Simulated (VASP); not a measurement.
# SiC (Moissanite 3C) (F-43m) in VASP: a series of runs

SiC (Moissanite 3C) is run at these levels: PBE0, PBE; tasks: single point.

Program: VASP 6.6.1. These are calculated values, not measurements. Logs are shortened: lines on timing, memory, paths and dates and some standing lists are left out, and cuts for length are marked.

**Measured values to compare with.**

“Insight into the structural, elastic and electronic properties of a new orthorhombic 6O-SiC polytype”, 2020, pmc:7200658 quotes, for a bulk crystal of SiC: band gap 2.4 eV (indirect).

How close the calculation comes is told below.

**1. The cell of the first run**

It takes space group F-43m (No. 216, cubic). Conventional cell: a = 4.356 Å, b = 4.356 Å, c = 4.356 Å, α = 90.00°, β = 90.00°, γ = 90.00°. Within 2.5 Å of Si (site symmetry -43m) lie 4 C at 1.89 Å. C (site symmetry -43m) has 4 Si at 1.89 Å within 2.5 Å.

**2. Single point, PBE0**

POSCAR

```
SiC
1.0
    0.0000000000      2.1780503294      2.1780503294
    2.1780503294      0.0000000000      2.1780503294
    2.1780503294      2.1780503294      0.0000000000
Si C
1 1
Direct
    0.0000000000      0.0000000000      0.0000000000
    0.2500000000      0.2500000000      0.2500000000
```

INCAR.step1

```
SYSTEM = SiC
PREC = Accurate
ENCUT = 520
EDIFF = 1E-5
ISMEAR = 0
SIGMA = 0.01
LREAL = .FALSE.
LASPH = .TRUE.
NELM = 80
ALGO = Normal
ISIF = 2
LWAVE = .TRUE.
LCHARG = .FALSE.
NBANDS = 11
GGA = PE
```

INCAR.step2

```
SYSTEM = SiC
PREC = Accurate
ENCUT = 520
EDIFF = 1E-7
ISMEAR = 0
SIGMA = 0.01
LREAL = .FALSE.
LASPH = .TRUE.
NELM = 80
ALGO = Normal
ISIF = 2
LWAVE = .FALSE.
LCHARG = .FALSE.
GGA = PE
LHFCALC = .TRUE.
AEXX = 0.25
PRECFOCK = Normal
NBANDS = 11
ISTART = 1
```

KPOINTS

```
regular mesh
0
G
  8 8 8
  0 0 0
```

Potentials or basis: VASP PAW PBE potentials, release 64 (Si, C).

On the command line:

```sh
$ cat potpaw_PBE.64/Si/POTCAR potpaw_PBE.64/C/POTCAR > POTCAR
$ cp INCAR.step1 INCAR
$ mpirun -np 1 vasp_std > vasp.out
$ cp INCAR.step2 INCAR
$ mpirun -np 1 vasp_std > vasp.out
```

OUTCAR:

```text
SYSTEM = SiC
   PREC = Accurate
   ENCUT = 520
   EDIFF = 1E-7
   ISMEAR = 0
   LREAL = .FALSE.
   LASPH = .TRUE.
   NELM = 80
   ISIF = 2
   GGA = PE
   LHFCALC = .TRUE.
   AEXX = 0.25
   PRECFOCK = Normal
   ISTART = 1

 ion  position               nearest neighbor table
   1  0.000  0.000  0.000-   2 1.89   2 1.89   2 1.89   2 1.89
   2  0.250  0.250  0.250-   1 1.89   1 1.89   1 1.89   1 1.89

  LATTYP: Found a face centered cubic cell.
 ALAT       =     4.3561006588

  Lattice vectors:

 A1 = (   0.0000000000,   2.1780503294,   2.1780503294)
 A2 = (   2.1780503294,   0.0000000000,   2.1780503294)
 A3 = (   2.1780503294,   2.1780503294,   0.0000000000)

Analysis of symmetry for initial positions (statically):
=====================================================================
 Subroutine PRICEL returns:
 Original cell was already a primitive cell.

 Routine SETGRP: Setting up the symmetry group for a
 face centered cubic supercell.

 Subroutine GETGRP returns: Found 24 space group operations
 (whereof 24 operations were pure point group operations)
 out of a pool of 48 trial point group operations.

The static configuration has the point symmetry T_d .

Analysis of symmetry for dynamics (positions and initial velocities):
=====================================================================
 Subroutine PRICEL returns:
 Original cell was already a primitive cell.

 Routine SETGRP: Setting up the symmetry group for a
 face centered cubic supercell.

 Subroutine GETGRP returns: Found 24 space group operations
 (whereof 24 operations were pure point group operations)
 out of a pool of 48 trial point group operations.

The dynamic configuration has the point symmetry T_d .

 Subroutine INISYM returns: Found 24 space group operations
 (whereof 24 operations are pure point group operations),
 and found     1 'primitive' translations

----------------------------------------------------------------------------------------

                                     Primitive cell

  volume of cell :      20.6649

  direct lattice vectors                    reciprocal lattice vectors
     0.000000000  2.178050329  2.178050329    -0.229563107  0.229563107  0.229563107
     2.178050329  0.000000000  2.178050329     0.229563107 -0.229563107  0.229563107
     2.178050329  2.178050329  0.000000000     0.229563107  0.229563107 -0.229563107

  length of vectors
     3.080228315  3.080228315  3.080228315     0.397614964  0.397614964  0.397614964

  position of ions in fractional coordinates (direct lattice)
     0.000000000  0.000000000  0.000000000
     0.250000000  0.250000000  0.250000000

  ion indices of the primitive-cell ions
   primitive index   ion index
                 1           1
                 2           2

----------------------------------------------------------------------------------------

 KPOINTS: regular mesh

Automatic generation of k-mesh.
 Grid dimensions read from file:
 generate k-points for:    8    8    8

 Generating k-lattice:

  Cartesian coordinates                     Fractional coordinates (reciprocal lattice)
    -0.028695388  0.028695388  0.028695388     0.125000000  0.000000000  0.000000000
     0.028695388 -0.028695388  0.028695388     0.000000000  0.125000000  0.000000000
     0.028695388  0.028695388 -0.028695388     0.000000000  0.000000000  0.125000000

  Length of vectors
     0.049701871  0.049701871  0.049701871

  Shift w.r.t. Gamma in fractional coordinates (k-lattice)
     0.000000000  0.000000000  0.000000000

 Subroutine IBZKPT returns following result:
 ===========================================

 Found     29 irreducible k-points:

 Following reciprocal coordinates:
            Coordinates               Weight
  0.000000  0.000000  0.000000      1.000000
  0.125000  0.000000  0.000000      8.000000
  0.250000  0.000000  0.000000      8.000000
  0.375000  0.000000  0.000000      8.000000
  0.500000  0.000000  0.000000      4.000000
  0.125000  0.125000  0.000000      6.000000
[... 16 lines left out ...]
  0.500000  0.250000  0.125000     48.000000
 -0.375000  0.250000  0.125000     24.000000
 [... further k-points ...]
   k-points           NKPTS =     29   k-points in BZ     NKDIM =    512   number of bands    NBANDS=     11
   number of dos      NEDOS =    301   number of ions     NIONS =      2
   total plane-waves  NPLWV =  13824
   dimension x,y,z NGX =    24 NGY =   24 NGZ =   24
   dimension x,y,z NGXF=    48 NGYF=   48 NGZF=   48
   ions per type =               1   1
   NGX,Y,Z   is equivalent  to a cutoff of  12.95, 12.95, 12.95 a.u.
   NGXF,Y,Z  is equivalent  to a cutoff of  25.91, 25.91, 25.91 a.u.
 SYSTEM =  SiC
   PREC   = accura    normal or accurate (medium, high low for compatibility)
   ISTART =      1    job   : 0-new  1-cont  2-samecut
   ICHARG =      0    charge: 1-file 2-atom 10-const
   ISPIN  =      1    spin polarized calculation?
   LNONCOLLINEAR =      F non collinear calculations
   LSORBIT =      F    spin-orbit coupling
   LASPH  =      T    aspherical Exc in radial PAW
   ENCUT  =  520.0 eV  38.22 Ry    6.18 a.u.   5.73  5.73  5.73*2*pi/ulx,y,z
   NELM   =     80;   NELMIN=  2; NELMDL=  0     # of ELM steps
   EDIFF  = 0.1E-06   stopping-criterion for ELM
   LREAL  =      F    real-space projection
   EDIFFG = 0.1E-05   stopping-criterion for IOM
   NSW    =      0    number of steps for IOM
   IBRION =     -1    ionic relax: 0-MD 1-quasi-New 2-CG
   NFREE  =      0    steps in history (QN), initial steepest desc. (CG)
   ISIF   =      2    stress and relaxation
   ISYM   =      3    0-nonsym 1-usesym 2-fastsym
   POTIM  = 0.5000    time-step for ionic-motion
   TEBEG  =    0.0;   TEEND  =   0.0 temperature during run
   PSTRESS=    0.0 pullay stress
   NELECT =       8.0000    total number of electrons
   NUPDOWN=      -1.0000    fix difference up-down
   EMIN   =  10.00;   EMAX   =-10.00  energy-range for DOS
   EFERMI =   0.00;   METHOD = LEGACY
   ISMEAR =     0;   SIGMA  =   0.01  broadening in eV -4-tet -1-fermi 0-gaus
   EFERMI_NEDOS =   21; number of points for ismear=-14 and -15
   IALGO  =     38    algorithm
   IMIX   =      1    mixing-type and parameters
     AMIX     =   0.40;   BMIX     =  1.00
     AMIX_MAG =   1.60;   BMIX_MAG =  1.00
  volume/ion in A,a.u.               =      10.33        69.73
  Fermi-wavevector in a.u.,A,eV,Ry     =   1.193146  2.254719 19.369218  1.423597
  Thomas-Fermi vector in A             =   2.329167
   LORBIT       =      0    0 simple, 1 ext, 2 COOP (PROOUT), +10 PAW based schemes
   GGA     = PE    functional components
   LHFCALC =     T    Hartree Fock is set to
   PRECFOCK=normal    Normal, Fast or Accurate (Low or Medium for compatibility)
   ENCUT4O =  -1.0   cutoff for four orbital integrals eV
   NKREDX  =     1    reduce k-point grid by
   NKREDY  =     1    reduce k-point grid by
   NKREDZ  =     1    reduce k-point grid by
   AEXX    =    0.2500 exact exchange contribution
   HFSCREEN=    0.0000 screening length (either q_TF or 0.3 A-1)
   HFSCREENC=   0.0000 screening length for correlation (either q_TF or 0.3 A-1)
   ENCUTFOCK=  -1.0 apply spherical cutoff to Coloumb kernel
   IVDW    =     0    specifies the selected vdW correction
   LEPSILON=     F    determine dielectric tensor
   LRPA    =     F    only Hartree local field effects (RPA)
 non-spin polarized calculation
 Gauss-broadening in eV      SIGMA  =   0.01
  energy-cutoff  :      520.00
  volume of cell :       20.66
 maximum number of plane-waves:       568
  NGX = 18; NGY = 18; NGZ = 18

 number of electron       8.0000001 magnetization

 Free energy of the ion-electron system (eV)
  ---------------------------------------------------
  ext. energy  EPLUGINS =         0.00000000
  ---------------------------------------------------
  free energy    TOTEN  =       -18.47744543 eV

  energy without entropy =      -18.47744543  energy(sigma->0) =      -18.47744543

 E-fermi :   7.2818     XC(G=0):  -8.9547

 val. band max:        7.1268392929   @ k =   0.0000   0.0000   0.0000
 cond. band min:      10.0889982518   @ k =   0.5000   0.5000   0.0000
 fundamental gap:      2.9621589589
 Fermi energy:         7.2817855545

 k-point     1 :       0.0000    0.0000    0.0000
  band No.  band energies     occupation
      1      -9.9255      2.00000
      2       7.1268      2.00000
      3       7.1268      2.00000
      4       7.1268      2.00000
      5      15.4287      0.00000
      6      16.4749      0.00000
      7      16.4749      0.00000
      8      16.4749      0.00000
      9      23.9977      0.00000
     10      23.9977      0.00000
     11      25.8864      0.00000

 k-point     2 :       0.1250    0.0000    0.0000
  band No.  band energies     occupation
      1      -9.5939      2.00000
      2       5.5022      2.00000
      3       6.9070      2.00000
      4       6.9070      2.00000
      5      15.6338      0.00000
      6      16.8651      0.00000
      7      16.8651      0.00000
      8      17.1054      0.00000
      9      22.6791      0.00000
     10      22.6791      0.00000
     11      25.4429      0.00000

 k-point     3 :       0.2500    0.0000    0.0000
  band No.  band energies     occupation
      1      -8.6245      2.00000
      2       2.3834      2.00000
      3       6.4595      2.00000
      4       6.4595      2.00000
      5      15.1044      0.00000
      6      17.1325      0.00000
      7      17.1325      0.00000
      8      18.7919      0.00000
      9      22.5238      0.00000
     10      22.5238      0.00000
     11      24.5034      0.00000
[... 267 lines left out ...]
 k-point    23 :       0.5000    0.2500    0.1250
  band No.  band energies     occupation
      1      -6.3708      2.00000
      2      -0.0733      2.00000
      3       3.1752      2.00000
      4       5.0262      2.00000
      5      14.3345      0.00000
      6      16.7856      0.00000
      7      18.5571      0.00000
      8      19.8990      0.00000
      9      23.0144      0.00000
     10      26.1761      0.00000
     11      28.9483      0.00000

 k-point    24 :      -0.3750    0.2500    0.1250
  band No.  band energies     occupation
      1      -5.3614      2.00000
      2      -1.5002      2.00000
      3       3.0482      2.00000
      4       4.6594      2.00000
      5      14.2685      0.00000
      6      16.4479      0.00000
      7      19.5985      0.00000
      8      20.5348      0.00000
      9      22.9920      0.00000
     10      25.8858      0.00000
     11      28.9320      0.00000

 [... further k-points ...]

------------------------ aborting loop because EDIFF is reached ----------------------------------------

  FORCE on cell =-STRESS in cart. coord.  units (eV):
  Direction    XX          YY          ZZ          XY          YZ          ZX
  --------------------------------------------------------------------------------------
  -------------------------------------------------------------------------------------
  Total       -0.2163968     -0.2163968     -0.2163968      0.0000000     -0.0000000      0.0000000
  in kB      -16.7775132    -16.7775132    -16.7775132      0.0000000     -0.0000000      0.0000000
  external PRESSURE =     -16.7775132 kB  Pullay stress =       0.0000000 kB

 VOLUME and BASIS-vectors are now :
 -----------------------------------------------------------------------------
  energy-cutoff  :      520.00
  volume of cell :       20.66
      direct lattice vectors                 reciprocal lattice vectors
     0.000000000  2.178050329  2.178050329    -0.229563107  0.229563107  0.229563107
     2.178050329  0.000000000  2.178050329     0.229563107 -0.229563107  0.229563107
     2.178050329  2.178050329  0.000000000     0.229563107  0.229563107 -0.229563107

 POSITION                                       TOTAL-FORCE (eV/Angst)
 -----------------------------------------------------------------------------------
      0.00000      0.00000      0.00000        -0.000000      0.000000     -0.000000
      1.08903      1.08903      1.08903         0.000000     -0.000000      0.000000
 -----------------------------------------------------------------------------------
    total drift:                                0.000000      0.000000      0.000000

  FREE ENERGIE OF THE ION-ELECTRON SYSTEM (eV)
  ---------------------------------------------------
  free  energy   TOTEN  =       -18.4774454287 eV

  energy  without entropy=      -18.4774454287  energy(sigma->0) =      -18.47744543
```

Run time: 15 min. Hardware: 1 thread of AMD EPYC 9R45 (Zen 5), shared host; peak memory 0.13 GiB.

Results:

* Free energy: -18.4774 eV
* Pressure: -1.7 GPa
* Band gap on the k mesh: 2.96 eV, indirect (least direct gap 6.48 eV)

Levels at points of the mesh, in eV from the valence-band top:
```
           k point  band 2  band 3  band 4  band 5  band 6  band 7
(0.00, 0.00, 0.00)    0.00    0.00    0.00    8.30    9.35    9.35
(0.50, 0.00, 0.00)   -9.41   -1.16   -1.16    7.40    9.24    9.24
(0.50, 0.50, 0.00)   -8.60   -3.51   -3.51    2.96    6.12   16.74
```

Caveat: the PAW data sets were made with another functional, which shifts forces and pressure a little.

**3. Single point, PBE (volume changed by -6%)**

INCAR

```
SYSTEM = SiC
PREC = Accurate
ENCUT = 600
EDIFF = 1E-6
ISMEAR = 0
SIGMA = 0.01
LREAL = .FALSE.
LASPH = .TRUE.
NELM = 120
ALGO = Normal
ISIF = 2
LWAVE = .FALSE.
LCHARG = .FALSE.
GGA = PE
NBANDS = 11
GGA_COMPAT = .FALSE.
```

KPOINTS

```
Automatic mesh
0
G
  8 8 8
  0 0 0
```

POSCAR

```
SiC
1.0
    0.0000000000      2.1451638705      2.1451638705
    2.1451638705      0.0000000000      2.1451638705
    2.1451638705      2.1451638705      0.0000000000
Si C
1 1
Direct
    0.0000000000      0.0000000000      0.0000000000
    0.2500000000      0.2500000000      0.2500000000
```

Potentials or basis: VASP PAW PBE potentials, release 64 (Si, C).

On the command line:

```sh
$ cat potpaw_PBE.64/Si/POTCAR potpaw_PBE.64/C/POTCAR > POTCAR
$ mpirun -np 1 vasp_std > vasp.out
```

Wall time 5 s (1 thread of Intel Xeon 6975P-C, shared host); peak memory 0.13 GiB.

The run converged. Its results:

```yaml
Free_energy: -15.0060 eV
Pressure: 14.6 GPa
Band_gap_on_the_k_mesh: 1.31 eV, indirect (least direct gap 4.59 eV)
```

Levels at points of the mesh, in eV from the valence-band top:
```tsv
k point	band 1	band 2	band 3	band 4	band 5	band 6	band 7	band 8
(0.00, 0.00, 0.00)	-15.78	0.00	0.00	0.00	6.79	7.64	7.64	7.64
(0.50, 0.00, 0.00)	-12.03	-8.80	-1.06	-1.06	5.87	7.42	7.42	10.32
(0.50, 0.50, 0.00)	-10.53	-7.95	-3.28	-3.28	1.31	4.49	14.59	14.59
```

Caveat: the cell differs from its parent crystal (volume changed by -6%).

**4. Single point, PBE**

This run uses another cell than the first one, of 10.50 Å³/atom, 1.016 times its volume.

INCAR

```
ALGO = Normal
EDIFF = 1E-6
ENCUT = 600
GGA = PE
GGA_COMPAT = False
ISIF = 2
ISMEAR = 0
LASPH = True
LCHARG = True
LELF = True
LREAL = False
LVHAR = True
LWAVE = False
NBANDS = 11
NELM = 120
PREC = Accurate
SIGMA = 0.01
```

KPOINTS

```
k-points
0
Gamma
  8 8 8
```

POSCAR

```
SiC
1.0
    0.0000000000      2.1898675894      2.1898675894
    2.1898675894      0.0000000000      2.1898675894
    2.1898675894      2.1898675894      0.0000000000
Si C
1 1
Direct
    0.0000000000      0.0000000000      0.0000000000
    0.2500000000      0.2500000000      0.2500000000
```

On the command line:

```sh
$ cat potpaw_PBE.64/Si/POTCAR potpaw_PBE.64/C/POTCAR > POTCAR
$ mpirun -np 1 vasp_std > vasp.out
```

Run time: 9.8 s. Hardware: 1 thread of Intel Xeon 6975P-C, shared host; peak memory 0.15 GiB.

Results (log left out):

| Item | Value |
| --- | --- |
| Free energy | -15.0612 eV |
| Pressure | -0.2 GPa |
| Band gap on the k mesh | 1.37 eV, indirect (least direct gap 4.53 eV) |

Levels at points of the mesh, in eV from the valence-band top:
```csv
k point,band 2,band 3,band 4,band 5,band 6,band 7
"(0.00, 0.00, 0.00)",0.00,0.00,0.00,6.06,7.20,7.20
"(0.50, 0.00, 0.00)",-8.45,-1.05,-1.05,5.30,7.17,7.17
"(0.50, 0.50, 0.00)",-7.75,-3.16,-3.16,1.37,4.27,13.86
```

[end of part 1 of 2]
